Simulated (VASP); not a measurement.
Te, 1 atom in the cell. It takes space group R-3m (No. 166, trigonal). The conventional cell has a = 4.743 Å, b = 4.743 Å, c = 5.184 Å, α = 90.00°, β = 90.00°, γ = 120.00°. Te (site symmetry -3m) has 6 Te at 3.24 Å within 4.3 Å.  This cell differs from its parent crystal: volume 33.671 Å^3 an atom, c/a of the conventional cell 1.0930.

```yaml
Program: VASP 6.6.1
Task: single point
Functional: PBEsol
Potentials_or_basis: VASP PAW PBE potentials, release 64 (Te)
Cutoff: 520 eV
k_mesh: 15 × 15 × 15
Occupations: gaussian, width 0.15 eV
Spin: no spin polarisation
Dipole_correction: no
Further_INCAR_settings: ALGO = Normal; EDIFF = 1e-06; NBANDS = 9
```

Potentials or basis: VASP PAW PBE potentials, release 64 (Te).

Command:

```sh
$ cat potpaw_PBE.64/Te/POTCAR > POTCAR
$ mpirun -np 1 vasp_std > vasp.out
```

Hardware: 1 thread of Intel(R) Xeon(R) 6975P-C (Granite Rapids), with other jobs on the host.

**Question.** Estimate the wall time of this run.

**Answer.** Wall time 16 s on 1 thread of Intel(R) Xeon(R) 6975P-C (Granite Rapids), with other jobs on the host, peak memory 0.21 GiB. Counts: scf iterations 9, k points 344.
